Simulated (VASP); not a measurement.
# ZrSe2: single point with PBE0

Crystal: ZrSe2.

```
Zr Se
1.0
     3.78811    0.00000    0.00000
    -1.89406    3.28060    0.00000
     0.00000    0.00000    6.18005
Zr Se
1 2
Direct
  0.00000 0.00000 0.00000
  0.33333 0.66667 0.25381
  0.66667 0.33333 0.74619
```

```json
{"Program": "VASP 6.6.1", "Task": "single point", "Functional": "PBE0", "Potentials or basis": "VASP PAW PBE potentials, release 64 (Zr_sv, Se)", "Cutoff": "400 eV", "k mesh": "6 × 6 × 4", "Occupations": "gaussian, width 0.01 eV", "Spin": "no spin polarisation", "Dipole correction": "no", "Grid for exact exchange (PRECFOCK)": "Normal", "Further INCAR settings": "ALGO = Normal; EDIFF = 1e-06; NBANDS = 19", "Share of exact exchange": "0.25"}
```

| Quantity | Value |
| --- | --- |
| Pressure | 0.1 GPa |
| Largest force | 0.145 eV/Å |
| Band gap on the k mesh | 1.63 eV (least direct gap 2.47 eV) |

Forces on the atoms (eV/Å):
```
Zr   0.000  0.000  0.000
Se   0.000  0.000 -0.145
Se   0.000  0.000  0.145
```

Stress tensor (GPa, compression positive):
```
-0.02  0.00  0.00
 0.00 -0.02  0.00
 0.00  0.00  0.45
```

Levels at points of the mesh, in eV from the valence-band top:
| k point | band 8 | band 9 | band 10 | band 11 | band 12 | band 13 | band 14 | band 15 | band 16 | band 17 |
| --- | --- | --- | --- | --- | --- | --- | --- | --- | --- | --- |
| (0.00, 0.00, 0.00) | -3.06 | -3.06 | -0.05 | -0.05 | 0.00 | 2.47 | 2.47 | 3.01 | 5.76 | 5.76 |
| (0.50, 0.00, 0.00) | -3.41 | -3.02 | -2.85 | -2.50 | -1.57 | 1.84 | 4.18 | 4.58 | 6.39 | 6.67 |
| (0.00, 0.00, 0.50) | -3.00 | -3.00 | -2.38 | -0.24 | -0.24 | 2.44 | 2.44 | 3.45 | 6.23 | 6.23 |
| (0.50, 0.00, 0.50) | -4.17 | -3.06 | -2.90 | -1.21 | -1.15 | 1.63 | 4.17 | 4.57 | 6.00 | 6.38 |

Wall time 34 min on 1 thread of AMD EPYC 9R45 96-Core Processor (Zen 5) (shared host), peak memory 0.18 GiB.

Caveat: the PAW data sets were made with another functional, which shifts forces and pressure a little; this functional lacks dispersion, which binds the layers, so the pressure and a relaxed spacing across them are unreliable. A k mesh can miss the band edges.
